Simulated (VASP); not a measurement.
# BaS (Fm-3m) in VASP: notebook, part 2 of 2

VASP 6.6.1.

## 3. Single point, r2SCAN

This run uses another cell than the first one, of 33.16 Å³/atom.

Contents of POSCAR:

```
BaS
1.0
    0.0000000000      3.2127695910      3.2127695910
    3.2127695910      0.0000000000      3.2127695910
    3.2127695910      3.2127695910      0.0000000000
Ba S
1 1
Direct
    0.0000000000      0.0000000000      0.0000000000
    0.5000000000      0.5000000000      0.5000000000
```

Contents of INCAR.step1:

```
SYSTEM = BaS
PREC = Accurate
ENCUT = 550
ISMEAR = 0
SIGMA = 0.02
LREAL = .False.
LASPH = .True.
NELM = 120
NBANDS = 15
GGA = PE
ALGO = Normal
EDIFF = 1E-5
LWAVE = .True.
LCHARG = .False.
GGA_COMPAT = .False.
```

Contents of INCAR.step2:

```
SYSTEM = BaS
PREC = Accurate
ENCUT = 550
EDIFF = 1E-6
ISMEAR = 0
SIGMA = 0.02
LREAL = .False.
LASPH = .True.
NELM = 120
ALGO = Normal
ISIF = 2
LWAVE = .False.
LCHARG = .False.
METAGGA = R2SCAN
LMIXTAU = .True.
NBANDS = 15
ISTART = 1
GGA_COMPAT = .False.
```

Contents of KPOINTS:

```
regular mesh
0
Gamma
  6 6 6
  0 0 0
```

Potentials or basis: VASP PAW PBE potentials, release 64 (Ba_sv, S).

Launch:

```sh
$ cat potpaw_PBE.64/Ba_sv/POTCAR potpaw_PBE.64/S/POTCAR > POTCAR
$ cp INCAR.step1 INCAR
$ mpirun -np 1 vasp_std > vasp.out
$ cp INCAR.step2 INCAR
$ mpirun -np 1 vasp_std > vasp.out
```

OUTCAR:

```text
SYSTEM = BaS
   PREC = Accurate
   ENCUT = 550
   EDIFF = 1E-6
   ISMEAR = 0
   LREAL = .False.
   LASPH = .True.
   NELM = 120
   ISIF = 2
   METAGGA = R2SCAN
   ISTART = 1

 ion  position               nearest neighbor table
   1  0.000  0.000  0.000-   2 3.21   2 3.21   2 3.21   2 3.21   2 3.21   2 3.21
   2  0.500  0.500  0.500-   1 3.21   1 3.21   1 3.21   1 3.21   1 3.21   1 3.21

  LATTYP: Found a face centered cubic cell.
 ALAT       =     6.4255391820

  Lattice vectors:

 A1 = (   0.0000000000,   3.2127695910,   3.2127695910)
 A2 = (   3.2127695910,   0.0000000000,   3.2127695910)
 A3 = (   3.2127695910,   3.2127695910,   0.0000000000)

Analysis of symmetry for initial positions (statically):
=====================================================================
 Subroutine PRICEL returns:
 Original cell was already a primitive cell.

 Routine SETGRP: Setting up the symmetry group for a
 face centered cubic supercell.

 Subroutine GETGRP returns: Found 48 space group operations
 (whereof 48 operations were pure point group operations)
 out of a pool of 48 trial point group operations.

The static configuration has the point symmetry O_h .

[... 165 lines left out ...]
      6       1.1280      2.00000
      7       1.1280      2.00000
      8       1.1280      2.00000
      9       5.2569      0.00000
     10       5.4319      0.00000
     11       5.4319      0.00000
     12       5.4319      0.00000
     13       6.4516      0.00000
     14       6.4516      0.00000
[... 257 lines left out ...]
      2     -10.8498      2.00000
      3     -10.7663      2.00000
      4     -10.6286      2.00000
      5      -9.1184      2.00000
      6       0.2573      2.00000
      7       0.5864      2.00000
      8       0.7458      2.00000
      9       4.7164      0.00000
     10       7.0936      0.00000
     11       7.8726      0.00000
     12       8.6783      0.00000
     13       9.0960      0.00000
     14      10.1024      0.00000
     15      11.4595      0.00000

------------------------ aborting loop because EDIFF is reached ----------------------------------------

  FORCE on cell =-STRESS in cart. coord.  units (eV):
  Direction    XX          YY          ZZ          XY          YZ          ZX
  --------------------------------------------------------------------------------------
  -------------------------------------------------------------------------------------
  Total        0.2273346      0.2273346      0.2273346      0.0000000     -0.0000000      0.0000000
  in kB        5.4917069      5.4917069      5.4917069      0.0000000     -0.0000000      0.0000000
  external PRESSURE =       5.4917069 kB  Pullay stress =       0.0000000 kB

 VOLUME and BASIS-vectors are now :
 -----------------------------------------------------------------------------
  energy-cutoff  :      550.00
  volume of cell :       66.32
      direct lattice vectors                 reciprocal lattice vectors
     0.000000000  3.212769591  3.212769591    -0.155628963  0.155628963  0.155628963
     3.212769591  0.000000000  3.212769591     0.155628963 -0.155628963  0.155628963
     3.212769591  3.212769591  0.000000000     0.155628963  0.155628963 -0.155628963

 POSITION                                       TOTAL-FORCE (eV/Angst)
 -----------------------------------------------------------------------------------
      0.00000      0.00000      0.00000         0.000000     -0.000000     -0.000000
      3.21277      3.21277      3.21277        -0.000000      0.000000      0.000000
 -----------------------------------------------------------------------------------
    total drift:                                0.000000      0.000000      0.000000

  FREE ENERGIE OF THE ION-ELECTRON SYSTEM (eV)
  ---------------------------------------------------
  free  energy   TOTEN  =       -39.2055717889 eV

  energy  without entropy=      -39.2055717889  energy(sigma->0) =      -39.20557179
```

OUTCAR.step1:

```text
SYSTEM = BaS
   PREC = Accurate
   ENCUT = 550
   ISMEAR = 0
   LREAL = .False.
   LASPH = .True.
[... 498 lines left out ...]
      0.00000      0.00000      0.00000        -0.000000      0.000000     -0.000000
      3.21277      3.21277      3.21277         0.000000      0.000000      0.000000
 -----------------------------------------------------------------------------------
    total drift:                                0.000000      0.000000      0.000000

  FREE ENERGIE OF THE ION-ELECTRON SYSTEM (eV)
  ---------------------------------------------------
  free  energy   TOTEN  =       -10.1923396874 eV

  energy  without entropy=      -10.1923396874  energy(sigma->0) =      -10.19233969
```

OSZICAR.step1:

```text
N       E                     dE             d eps       ncg     rms          rms(c)
DAV:   1     0.876619287617E+02    0.87662E+02   -0.71007E+03   480   0.974E+02
DAV:   2    -0.546003953242E+01   -0.93122E+02   -0.83344E+02   694   0.172E+02
DAV:   3    -0.105846976179E+02   -0.51247E+01   -0.50762E+01   615   0.423E+01
DAV:   4    -0.106776278015E+02   -0.92930E-01   -0.92898E-01   640   0.607E+00
DAV:   5    -0.106796551055E+02   -0.20273E-02   -0.20273E-02   614   0.723E-01    0.470E+00
DAV:   6    -0.101738872401E+02    0.50577E+00   -0.69028E-01   564   0.498E+00    0.321E+00
DAV:   7    -0.101766432960E+02   -0.27561E-02   -0.18857E-01   635   0.243E+00    0.210E+00
DAV:   8    -0.101905765933E+02   -0.13933E-01   -0.24504E-02   522   0.114E+00    0.198E-01
DAV:   9    -0.101913604728E+02   -0.78388E-03   -0.33657E-03   634   0.432E-01    0.160E-01
DAV:  10    -0.101922343610E+02   -0.87389E-03   -0.99319E-04   522   0.213E-01    0.434E-02
DAV:  11    -0.101923364807E+02   -0.10212E-03   -0.13489E-04   592   0.712E-02    0.134E-02
DAV:  12    -0.101923396874E+02   -0.32067E-05   -0.70546E-06   467   0.180E-02
   1 F= -.10192340E+02 E0= -.10192340E+02  d E =-.295726E-35
```

It took 50 s on 1 thread of AMD EPYC 9R45 (Zen 5), shared host; peak memory 0.19 GiB.

Results:

```
Free energy            : -39.2056 eV
Pressure               : 0.5 GPa
Band gap on the k mesh : 2.49 eV (least direct gap 2.64 eV)
```

Caveat: the PAW data sets were made with another functional, which shifts forces and pressure a little; spin-orbit coupling is left out, which moves the levels of the heavy elements. A k mesh can miss the band edges.
